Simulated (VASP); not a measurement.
Set up this calculation in VASP 6.6.1, as the native input.

* Task: single point
* Functional: PBE
* Potentials or basis: VASP PAW PBE potentials, release 64 (Hg, Te)
* Cutoff: 520 eV
* k mesh: 13 × 13 × 13
* Occupations: fermi-dirac, width 0.05 eV
* Spin: no spin polarisation
* Dipole correction: no
* Further INCAR settings: ALGO = Normal; EDIFF = 1e-07; NBANDS = 16

The structure of HgTe (CsCl type) lies in POSCAR:

```
HgTe
1.0
    3.2398550713      0.0000000000      0.0000000000
    0.0000000000      3.2398550713      0.0000000000
    0.0000000000      0.0000000000      3.2398550713
Hg Te
1 1
Direct
    0.0000000000      0.0000000000      0.0000000000
    0.5000000000      0.5000000000      0.5000000000
```

One way to write it, as run:

INCAR

```
PREC     = Accurate       # precision mode
ENCUT    = 520            # plane-wave cutoff, eV
EDIFF    = 1E-7           # SCF threshold, eV
ISMEAR   = -1             # smearing method
SIGMA    = 0.05           # smearing width, eV
LREAL    = F              # projectors in reciprocal space
LASPH    = T              # aspherical terms in the spheres
NELM     = 100            # most SCF steps
ALGO     = Normal         # electronic algorithm
ISIF     = 2              # what is computed and relaxed
LWAVE    = F              # write WAVECAR
LCHARG   = F              # write CHGCAR
GGA      = PE             # functional
NBANDS   = 16             # bands
```

KPOINTS

```
regular mesh
0
Gamma
  13 13 13
```

Potentials or basis: VASP PAW PBE potentials, release 64 (Hg, Te).

Launch:

```bash
$ cat potpaw_PBE.64/Hg/POTCAR potpaw_PBE.64/Te/POTCAR > POTCAR
$ mpirun -np 1 vasp_std > vasp.out
```

It gave:

```json
{
  "Pressure": "79.4 GPa",
  "Band gap on the k mesh": "zero (bands 9 and 10 overlap by 3.25 eV)"
}
```

Caveat: the cell stands under pressure; spin-orbit coupling is left out, which moves the levels of the heavy elements.

It took 33 s on 1 thread of Intel Xeon 8259CL, on a shared host, peak memory 0.18 GiB.
